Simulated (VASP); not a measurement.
Wanted: the native input for a VASP 6.6.1 run.

```yaml
Task: single point
Functional: PBE
Dispersion: D3(BJ)
Potentials_or_basis: VASP PAW PBE potentials, release 64 (Al, N)
Cutoff: 520 eV
k_mesh: 5 × 6 × 1
Occupations: gaussian, width 0.05 eV
Spin: no spin polarisation
Dipole_correction: yes
Further_INCAR_settings: LREAL = Auto; ALGO = Normal; EDIFF = 1e-06; NBANDS = 52
```

The structure of Al4N5 lies in POSCAR:

```
Al4N5
1.0
    6.2178777932      0.0000000000      0.0000000000
    0.0000000000      4.9778062151      0.0000000000
    0.0000000000      0.0000000000     22.0612415661
Al N
8 10
Direct
    0.0000000000      0.9984444684      0.1813134582
    0.5000000000      0.9984444684      0.1813134582
    0.2500000000      0.4984444684      0.2219944576
    0.7500000000      0.4984444684      0.2219944576
    0.2500000000      0.9927115344      0.3083994001
    0.7500000000      0.9927115344      0.3083994001
    0.0000000000      0.4640676885      0.3340308200
    0.5000000000      0.4640676885      0.3340308200
    0.0000000000      0.6165555316      0.1813134582
    0.5000000000      0.6165555316      0.1813134582
    0.2500000000      0.1165555316      0.2219944576
    0.7500000000      0.1165555316      0.2219944576
    0.2500000000      0.6144481599      0.3071137031
    0.7500000000      0.6144481599      0.3071137031
    0.0000000000      0.1109285761      0.3427387141
    0.5000000000      0.1109285761      0.3427387141
    0.0000000000      0.3609285761      0.4741909713
    0.0000000000      0.3609285761      0.5240521723
```

One way to write it, as run:

INCAR

```
SYSTEM = Al4N5
ALGO     = Normal         ! electronic algorithm
DIPOL    = 0.5 0.5 0.289
EDIFF    = 1E-6           ! SCF threshold, eV
ENCUT    = 520            ! plane-wave cutoff, eV
GGA      = PE             ! functional
IDIPOL   = 3            
ISIF     = 2              ! what is computed and relaxed
ISMEAR   = 0              ! smearing method
IVDW     = 12             ! dispersion correction
LASPH    = .TRUE.         ! aspherical terms in the spheres
LCHARG   = .TRUE.         ! write CHGCAR
LDIPOL   = .TRUE.       
LELF     = .TRUE.         ! ELF
LREAL    = Auto         
LVACPOTAV= .TRUE.       
LVHAR    = .TRUE.       
LWAVE    = .FALSE.        ! write WAVECAR
NBANDS   = 52             ! bands
NELM     = 60             ! most SCF steps
PREC     = Accurate       ! precision mode
SIGMA    = 0.05           ! smearing width, eV
```

KPOINTS

```
k-points
0
G
  5 6 1
  0 0 0
```

Potentials or basis: VASP PAW PBE potentials, release 64 (Al, N).

Launch:

```console
$ cat potpaw_PBE.64/Al/POTCAR potpaw_PBE.64/N/POTCAR > POTCAR
$ mpirun -np 1 vasp_std > vasp.out
```

Results of the run:

```
Largest force              : 2.746 eV/Å
Band gap on the k mesh     : 1.46 eV (least direct gap 1.47 eV)
Dispersion energy per atom : -0.157 eV
```

Caveat: the standard files for N, O and F lose accuracy on very short bonds.

It took 8.4 min on 1 thread of Intel(R) Xeon(R) 6975P-C (Granite Rapids), on a shared host, peak memory 0.77 GiB.
